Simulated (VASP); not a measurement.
# CdSi2Te4 (I-4) in VASP: further runs

The runs below take CdSi2Te4 through single point, with PBE, PBEsol.

Everything below comes from runs of VASP 6.6.1. Logs are shortened: lines on timing, memory, paths and dates and some standing lists are left out, and cuts for length are marked.

**1. The cell of the first run**

Symmetry: I-4, No. 82, tetragonal system. Conventional cell: a = 5.942 Å, b = 5.942 Å, c = 11.876 Å, α = 90.00°, β = 90.00°, γ = 90.00°. Within 3.4 Å of Cd (site symmetry -4) lie 4 Te at 2.61 Å. Within 3.4 Å of Si (site symmetry -4) lie 4 Te at 2.61 Å. Si (site symmetry -4) has 4 Te at 2.61 Å within 3.4 Å. Te (site symmetry 1) has 1 Cd at 2.61 Å and 2 Si at 2.61 Å within 3.4 Å.

**2. Single point, PBE**

File INCAR:

```
SYSTEM = CdSi2Te4
  PREC = Accurate
  ENCUT = 520
  EDIFF = 1E-6
  ISMEAR = -1
  SIGMA = 0.1
  LREAL = .FALSE.
  LASPH = .TRUE.
  NELM = 100
  ALGO = Normal
  ISIF = 2
  LWAVE = .FALSE.
  LCHARG = .FALSE.
  GGA = PE
  NBANDS = 31
```

File KPOINTS:

```
Automatic mesh
0
G
  4 4 4
  0 0 0
```

File POSCAR:

```
CdSi2Te4
1.0
    0.0000000000      5.9423180000      0.0000000000
    5.9423180000      0.0000000000      0.0000000000
    2.9711590000      2.9711590000     -5.9380080000
Cd Si Te
1 2 4
Direct
    0.0000000000      0.0000000000      0.0000000000
    0.5000000000      0.5000000000      0.0000000000
    0.7500000000      0.2500000000      0.5000000000
    0.3700000000      0.3900000000      0.7400000000
    0.6100000000      0.1100000000      0.2600000000
    0.8900000000      0.8700000000      0.7400000000
    0.1300000000      0.6300000000      0.2600000000
```

Potentials or basis: VASP PAW PBE potentials, release 64 (Cd, Si, Te).

Command:

```
$ cat potpaw_PBE.64/Cd/POTCAR potpaw_PBE.64/Si/POTCAR potpaw_PBE.64/Te/POTCAR > POTCAR
$ mpirun -np 1 vasp_std > vasp.out
```

OUTCAR:

```text
SYSTEM = CdSi2Te4
   PREC = Accurate
   ENCUT = 520
   EDIFF = 1E-6
   ISMEAR = -1
   LREAL = .FALSE.
   LASPH = .TRUE.
   NELM = 100
   ISIF = 2
   GGA = PE

 ion  position               nearest neighbor table
   1  0.000  0.000  0.000-   4 2.61   5 2.61   6 2.61   7 2.61
   2  0.500  0.500  0.000-   4 2.61   5 2.61   6 2.61   7 2.61
   3  0.750  0.250  0.500-   4 2.61   5 2.61   6 2.61   7 2.61
   4  0.370  0.390  0.740-   1 2.61   2 2.61   3 2.61
   5  0.610  0.110  0.260-   1 2.61   2 2.61   3 2.61
   6  0.890  0.870  0.740-   1 2.61   2 2.61   3 2.61
   7  0.130  0.630  0.260-   1 2.61   2 2.61   3 2.61

  LATTYP: Found a body centered tetragonal cell.
 ALAT       =     5.9423180000
 C/A-ratio  =     1.9985493876

  Lattice vectors:

 A1 = (  -2.9711590000,   2.9711590000,   5.9380080000)
 A2 = (   2.9711590000,  -2.9711590000,   5.9380080000)
 A3 = (   2.9711590000,   2.9711590000,  -5.9380080000)

Analysis of symmetry for initial positions (statically):
=====================================================================
 Subroutine PRICEL returns:
 Original cell was already a primitive cell.

 Routine SETGRP: Setting up the symmetry group for a
 body centered tetragonal supercell.

 Subroutine GETGRP returns: Found  4 space group operations
 (whereof  4 operations were pure point group operations)
 out of a pool of 16 trial point group operations.

The static configuration has the point symmetry S_4 .

Analysis of symmetry for dynamics (positions and initial velocities):
=====================================================================
 Subroutine PRICEL returns:
 Original cell was already a primitive cell.

 Routine SETGRP: Setting up the symmetry group for a
 body centered tetragonal supercell.

 Subroutine GETGRP returns: Found  4 space group operations
 (whereof  4 operations were pure point group operations)
 out of a pool of 16 trial point group operations.

The dynamic configuration has the point symmetry S_4 .

 Subroutine INISYM returns: Found  4 space group operations
 (whereof  4 operations are pure point group operations),
 and found     1 'primitive' translations

----------------------------------------------------------------------------------------

                                     Primitive cell

  volume of cell :     209.6779

  direct lattice vectors                    reciprocal lattice vectors
[... 88 lines left out ...]
   EDIFFG = 0.1E-04   stopping-criterion for IOM
   NSW    =      0    number of steps for IOM
   IBRION =     -1    ionic relax: 0-MD 1-quasi-New 2-CG
   NFREE  =      0    steps in history (QN), initial steepest desc. (CG)
   ISIF   =      2    stress and relaxation
   ISYM   =      2    0-nonsym 1-usesym 2-fastsym
   POTIM  = 0.5000    time-step for ionic-motion
   TEBEG  =    0.0;   TEEND  =   0.0 temperature during run
   PSTRESS=    0.0 pullay stress
   NELECT =      44.0000    total number of electrons
   NUPDOWN=      -1.0000    fix difference up-down
   EMIN   =  10.00;   EMAX   =-10.00  energy-range for DOS
   EFERMI =   0.00;   METHOD = LEGACY
   ISMEAR =    -1;   SIGMA  =   0.10  broadening in eV -4-tet -1-fermi 0-gaus
   EFERMI_NEDOS =   21; number of points for ismear=-14 and -15
   IALGO  =     38    algorithm
   IMIX   =      4    mixing-type and parameters
     AMIX     =   0.40;   BMIX     =  1.00
     AMIX_MAG =   1.60;   BMIX_MAG =  1.00
  volume/ion in A,a.u.               =      29.95       202.14
  Fermi-wavevector in a.u.,A,eV,Ry     =   0.972840  1.838402 12.876801  0.946418
  Thomas-Fermi vector in A             =   2.103171
   LORBIT       =      0    0 simple, 1 ext, 2 COOP (PROOUT), +10 PAW based schemes
   GGA     = PE    functional components
   LHFCALC =     F    Hartree Fock is set to
   AEXX    =    0.0000 exact exchange contribution
   IVDW    =     0    specifies the selected vdW correction
   LEPSILON=     F    determine dielectric tensor
   LRPA    =     F    only Hartree local field effects (RPA)
 non-spin polarized calculation
  energy-cutoff  :      520.00
  volume of cell :      209.68
 maximum number of plane-waves:      5671
 NGX is ok and might be reduce to    48
   NGX = 23   NGY = 23   NGZ = 27

 number of electron      44.0000005 magnetization

 Free energy of the ion-electron system (eV)
  ---------------------------------------------------
  ext. energy  EPLUGINS =         0.00000000
  ---------------------------------------------------
  free energy    TOTEN  =       -22.64113989 eV

  energy without entropy =      -22.46389958  energy(sigma->0) =      -22.55251974

 E-fermi :   5.8024     XC(G=0):  -8.9611

 val. band max:        5.7902094791   @ k =   0.5000   0.2500   0.0000
 cond. band min:       5.8251584561   @ k =   0.0000   0.0000   0.0000
 fundamental gap:      0.0349489770
 Fermi energy:         5.8023959964

 k-point     1 :       0.0000    0.0000    0.0000
  band No.  band energies     occupation
      1      -8.0417      2.00000
      2      -6.4649      2.00000
      3      -6.4649      2.00000
      4      -6.4524      2.00000
      5      -4.2393      2.00000
      6      -4.1334      2.00000
[... 465 lines left out ...]
     30       9.6088      0.00000
     31       9.6088      0.00000

------------------------ aborting loop because EDIFF is reached ----------------------------------------

  FORCE on cell =-STRESS in cart. coord.  units (eV):
  Direction    XX          YY          ZZ          XY          YZ          ZX
  --------------------------------------------------------------------------------------
  -------------------------------------------------------------------------------------
  Total        9.9746156      9.9746156     10.9211489     -0.0000004      0.0000000      0.0000000
  in kB       76.2174113     76.2174113     83.4500023     -0.0000030      0.0000000      0.0000000
  external PRESSURE =      78.6282750 kB  Pullay stress =       0.0000000 kB

 VOLUME and BASIS-vectors are now :
 -----------------------------------------------------------------------------
  energy-cutoff  :      520.00
  volume of cell :      209.68
      direct lattice vectors                 reciprocal lattice vectors
     0.000000000  5.942318000  0.000000000     0.000000000  0.168284498  0.084203322
     5.942318000  0.000000000  0.000000000     0.168284498  0.000000000  0.084203322
     2.971159000  2.971159000 -5.938008000     0.000000000  0.000000000 -0.168406644

 POSITION                                       TOTAL-FORCE (eV/Angst)
 -----------------------------------------------------------------------------------
      0.00000      0.00000      0.00000        -0.000000      0.000000      0.000000
      2.97116      2.97116      0.00000        -0.000000      0.000000      0.000000
      2.97116      5.94232     -2.96900        -0.000000     -0.000000      0.000000
      4.51616      4.39732     -4.39413         1.185519      0.435389      1.279895
      1.42616      4.39732     -1.54388         0.435389     -1.185519     -1.279895
      7.36847      7.48732     -4.39413        -1.185519     -0.435389      1.279895
      4.51616      1.54500     -1.54388        -0.435389      1.185519     -1.279895
 -----------------------------------------------------------------------------------
    total drift:                               -0.000002     -0.000002      0.000003

  FREE ENERGIE OF THE ION-ELECTRON SYSTEM (eV)
  ---------------------------------------------------
  free  energy   TOTEN  =       -22.6411398950 eV

  energy  without entropy=      -22.4638995780  energy(sigma->0) =      -22.55251974
```

OSZICAR:

```text
N       E                     dE             d eps       ncg     rms          rms(c)
DAV:   1     0.222299096895E+03    0.22230E+03   -0.17793E+04   868   0.118E+03
DAV:   2    -0.788772005569E+01   -0.23019E+03   -0.22165E+03  1036   0.227E+02
DAV:   3    -0.227538809771E+02   -0.14866E+02   -0.14600E+02  1091   0.564E+01
DAV:   4    -0.230577597791E+02   -0.30388E+00   -0.30307E+00  1100   0.806E+00
DAV:   5    -0.230621368054E+02   -0.43770E-02   -0.43748E-02  1099   0.102E+00    0.160E+01
DAV:   6    -0.226835761906E+02    0.37856E+00   -0.81029E-01   997   0.110E+01    0.110E+01
DAV:   7    -0.226456936432E+02    0.37883E-01   -0.52732E-01  1022   0.417E+00    0.195E+00
DAV:   8    -0.226410451206E+02    0.46485E-02   -0.11353E-01   945   0.368E+00    0.959E-01
DAV:   9    -0.226410450592E+02    0.61416E-07   -0.91328E-03  1015   0.968E-01    0.278E-01
DAV:  10    -0.226410871335E+02   -0.42074E-04   -0.16444E-03  1081   0.385E-01    0.694E-02
DAV:  11    -0.226411268630E+02   -0.39730E-04   -0.33505E-04  1029   0.104E-01    0.461E-02
DAV:  12    -0.226411292143E+02   -0.23512E-05   -0.51635E-05   980   0.800E-02    0.206E-02
DAV:  13    -0.226411394944E+02   -0.10280E-04   -0.27607E-05   945   0.376E-02    0.541E-03
DAV:  14    -0.226411398950E+02   -0.40055E-06   -0.95858E-07   780   0.606E-03
   1 F= -.22641140E+02 E0= -.22552520E+02  d E =-.177240E+00
```

stdout:

```text
POSCAR found type information on POSCAR CdSiTe
 POSCAR found :  3 types and       7 ions
 scaLAPACK will be used
 LDA part: xc-table for (Slater+PW92), standard interpolation
 POSCAR, INCAR and KPOINTS ok, starting setup
 FFT: planning ... GRIDC
 FFT: planning ... GRID_SOFT
 FFT: planning ... GRID
 WAVECAR not read
 entering main loop
```

Run time: 96 s. Hardware: 1 thread of Intel Xeon Platinum 8259CL at 2.50GHz (Skylake/Cascade Lake), shared host; peak memory 0.38 GiB.

What came out:

* Free energy: -22.6411 eV
* Pressure: 7.9 GPa
* Largest force: 1.798 eV/Å
* Band gap on the k mesh: zero (bands 22 and 23 overlap by 0.97 eV)

Forces on the atoms (eV/Å):
```
Cd   0.000  0.000  0.000
Si   0.000  0.000  0.000
Si   0.000  0.000  0.000
Te   1.186  0.435  1.280
Te   0.435 -1.186 -1.280
Te  -1.186 -0.435  1.280
Te  -0.435  1.186 -1.280
```

Levels at points of the mesh, in eV from the Fermi level:
```tsv
k point	band 18	band 19	band 20	band 21	band 22	band 23	band 24	band 25	band 26	band 27
(0.00, 0.00, 0.00)	-3.60	-1.64	-1.59	-1.59	-0.57	0.02	0.20	1.22	1.22	1.35
(0.50, 0.00, 0.00)	-3.43	-2.97	-2.82	-2.17	0.33	0.49	0.86	1.97	2.21	2.42
(0.50, 0.50, 0.00)	-2.75	-2.24	-2.17	-1.94	-0.64	-0.47	1.15	1.60	1.94	2.06
(0.00, 0.00, 0.50)	-3.29	-3.29	-2.38	-2.38	-0.64	-0.64	0.15	0.15	0.96	1.15
```

Caveat: the cell stands under pressure; spin-orbit coupling is left out, which moves the levels of the heavy elements; forces of over 1 eV/Å act on the atoms, so gaps and moduli don't describe the material at rest.

**3. Single point, PBE**

File INCAR:

```
SYSTEM = CdSi2Te4
ALGO = Normal
EDIFF = 1E-7
ENCUT = 520
GGA = PE
ISIF = 2
ISMEAR = -5
LASPH = .True.
LCHARG = .False.
LREAL = .False.
LWAVE = .False.
NBANDS = 31
NELM = 100
PREC = Accurate
SIGMA = 0.1
```

File KPOINTS:

```
k-points
0
Gamma
  4 4 4
  0 0 0
```

POSCAR is that of step 2.

Potentials or basis: VASP PAW PBE potentials, release 64 (Cd, Si, Te).

Command:

```
$ cat potpaw_PBE.64/Cd/POTCAR potpaw_PBE.64/Si/POTCAR potpaw_PBE.64/Te/POTCAR > POTCAR
$ mpirun -np 1 vasp_std > vasp.out
```

Wall time 1.8 min (1 thread of Intel Xeon Platinum 8259CL at 2.50GHz (Skylake/Cascade Lake), shared host); peak memory 0.38 GiB.

Results (log left out):

```yaml
Free_energy: -22.5624 eV
Pressure: 7.9 GPa
Largest_force: 1.794 eV/Å
Band_gap_on_the_k_mesh: zero (bands 22 and 23 overlap by 0.97 eV)
```

Forces on the atoms (eV/Å):
```
Cd   0.000  0.000  0.000
Si   0.000  0.000  0.000
Si   0.000  0.000  0.000
Te   1.153  0.447  1.299
Te   0.447 -1.153 -1.299
Te  -1.153 -0.447  1.299
Te  -0.447  1.153 -1.299
```

Stress tensor (GPa, compression positive):
```
7.64 0.00 0.00
0.00 7.64 0.00
0.00 0.00 8.53
```

Levels at points of the mesh, in eV from the Fermi level:
| k point | band 18 | band 19 | band 20 | band 21 | band 22 | band 23 | band 24 | band 25 | band 26 | band 27 |
| --- | --- | --- | --- | --- | --- | --- | --- | --- | --- | --- |
| (0.00, 0.00, 0.00) | -3.60 | -1.64 | -1.58 | -1.58 | -0.57 | 0.02 | 0.20 | 1.22 | 1.22 | 1.35 |
| (0.50, 0.00, 0.00) | -3.43 | -2.96 | -2.82 | -2.17 | 0.33 | 0.49 | 0.86 | 1.97 | 2.21 | 2.42 |
| (0.50, 0.50, 0.00) | -2.75 | -2.24 | -2.16 | -1.94 | -0.63 | -0.47 | 1.16 | 1.60 | 1.94 | 2.06 |
| (0.00, 0.00, 0.50) | -3.29 | -3.29 | -2.37 | -2.37 | -0.64 | -0.64 | 0.16 | 0.16 | 0.96 | 1.16 |

Caveat: the cell stands under pressure; spin-orbit coupling is left out, which moves the levels of the heavy elements; forces of over 1 eV/Å act on the atoms, so gaps and moduli don't describe the material at rest; tetrahedron occupations give inexact forces and stress in metals.

(Part 1 of 2 ends here.)

The gap in the log of VASP goes by the Fermi energy; the results here count the filled bands.